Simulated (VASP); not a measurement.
Runs of VASP 6.6.1 on Ge. The structure is that of space group Fd-3m (No. 227), or close to it. The cells are those of the table. 

```tsv
task	cell	cutoff (eV)	gap on the mesh (eV)	pressure (GPa)
single point	a = 4.013 Å, angles 60.0°, 2 atoms	520	0.32	0.0
single point	a = 4.053 Å, angles 60.0°, 2 atoms	520	0.04	(b)
relaxation of cell and atoms	relaxed from a = 4.001 Å, angles 60.0°, 2 atoms	600	0.31	0.0
single point	a = 4.092 Å, angles 60.0°, 2 atoms	520	none	-3.5
single point	a = 3.931 Å, angles 60.0°, 2 atoms	520	0.62	5.2
single point	a = 3.972 Å, angles 60.0°, 2 atoms	520	(a)	2.4
```

Alike in all rows: level r2SCAN; potentials or basis VASP PAW PBE potentials, release 64 (Ge_d); no spin polarisation; k mesh 12 × 12 × 12; smearing gaussian 0.02 eV.

Q: Estimate the missing entries.

A: (a) 0.52; (b) -1.9.

Caveats: the PAW data sets were made with another functional, which shifts forces and pressure a little; the cell stands under tension (at least some runs); semilocal functionals underestimate gaps, so a narrow gap can read as zero (at least some runs); the cell stands under pressure (at least some runs).

A k mesh can miss the band edges, and the runs leave out spin-orbit coupling on Ge.

A gap of «none» marks levels without a gap at the run's occupations.
